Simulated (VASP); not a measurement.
Write the native input for VASP 6.6.1 that does the following.

```
Task                   : single point
Functional             : PBE
Potentials or basis    : VASP PAW PBE potentials, release 64 (Li_sv)
Cutoff                 : 520 eV
k mesh                 : 15 × 15 × 8
Occupations            : gaussian, width 0.1 eV
Spin                   : no spin polarisation
Dipole correction      : no
Further INCAR settings : ALGO = Normal; EDIFF = 1e-06; NBANDS = 10
```

The structure of Li lies in POSCAR:

```
Li
1.0
    3.2336378564      0.0000000000      0.0000000000
   -1.6168189282      2.8004125303      0.0000000000
    0.0000000000      0.0000000000      5.4465560600
Li
2
Direct
    0.3333333333      0.6666666667      0.2500000000
    0.6666666667      0.3333333333      0.7500000000
```

This cell differs from its parent crystal: strained.

One way to write it, as run:

INCAR

```
  PREC = Accurate
  ENCUT = 520
  EDIFF = 1E-6
  ISMEAR = 0
  SIGMA = 0.1
  LREAL = False
  LASPH = True
  NELM = 60
  ALGO = Normal
  ISIF = 2
  LWAVE = False
  LCHARG = False
  GGA = PE
  NBANDS = 10
```

KPOINTS

```
Automatic mesh
0
Gamma
  15 15 8
```

Potentials or basis: VASP PAW PBE potentials, release 64 (Li_sv).

Command:

```bash
$ cat potpaw_PBE.64/Li_sv/POTCAR > POTCAR
$ mpirun -np 1 vasp_std > vasp.out
```

It gave:

* Band gap on the k mesh: zero (band 3 reaches 2.15 eV, above the bottom of band 4 at -2.18 eV)

Caveat: the cell differs from its parent crystal (strained).

Wall time 17 s on 1 thread of Intel(R) Xeon(R) Platinum 8559C (Emerald Rapids), with other jobs on the host, peak memory 0.18 GiB.
